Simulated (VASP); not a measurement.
Set up this calculation in VASP 6.6.1, as the native input.

```yaml
Task: single point
Functional: LDA
Potentials_or_basis: VASP PAW LDA potentials, release 64 (Mg_sv, O)
Cutoff: 840 eV
k_mesh: 9 × 9 × 8
Occupations: gaussian, width 0.05 eV
Spin: no spin polarisation
Dipole_correction: no
Further_INCAR_settings: ALGO = Normal; EDIFF = 1e-06; NBANDS = 15
```

The structure of MgO lies in POSCAR:

```
MgO
1.0
    2.9380209034      0.0000000000      0.0000000000
   -1.4690104517      2.5444007392      0.0000000000
    0.0000000000      0.0000000000      2.6796800000
Mg O
1 1
Direct
    0.0000000000      0.0000000000      0.0000000000
    0.3333333333      0.6666666667      0.4533526391
```

This cell differs from its parent crystal: all O atoms moved +0.125 Å, as atom 2 towards its neighbour atom 2 (O) at 2.680 Å.

One way to write it, as run:

INCAR

```
PREC = Accurate ; ENCUT = 840
EDIFF = 1E-6 ; ISMEAR = 0
SIGMA = 0.05 ; LREAL = F
LASPH = T ; NELM = 120
ALGO = Normal ; ISIF = 2
LWAVE = F ; LCHARG = F
GGA = CA ; NBANDS = 15
GGA_COMPAT = F
```

KPOINTS

```
regular mesh
0
Gamma
  9 9 8
```

Potentials or basis: VASP PAW LDA potentials, release 64 (Mg_sv, O).

Launch:

```console
$ cat potpaw_LDA.64/Mg_sv/POTCAR potpaw_LDA.64/O/POTCAR > POTCAR
$ mpirun -np 1 vasp_std > vasp.out
```

Results of the run:

```yaml
Pressure: -7.7 GPa
Largest_force: 0.379 eV/Å
Band_gap_on_the_k_mesh: 2.94 eV (least direct gap 3.37 eV)
```

Caveat: the cell differs from its parent crystal (all O atoms moved +0.125 Å, as atom 2 towards its neighbour atom 2 (O) at 2.680 Å); the cell stands under tension.

Wall time 24 s on 1 thread of Intel(R) Xeon(R) Platinum 8259CL CPU @ 2.50GHz (Skylake/Cascade Lake), with other jobs on the host, peak memory 0.17 GiB.
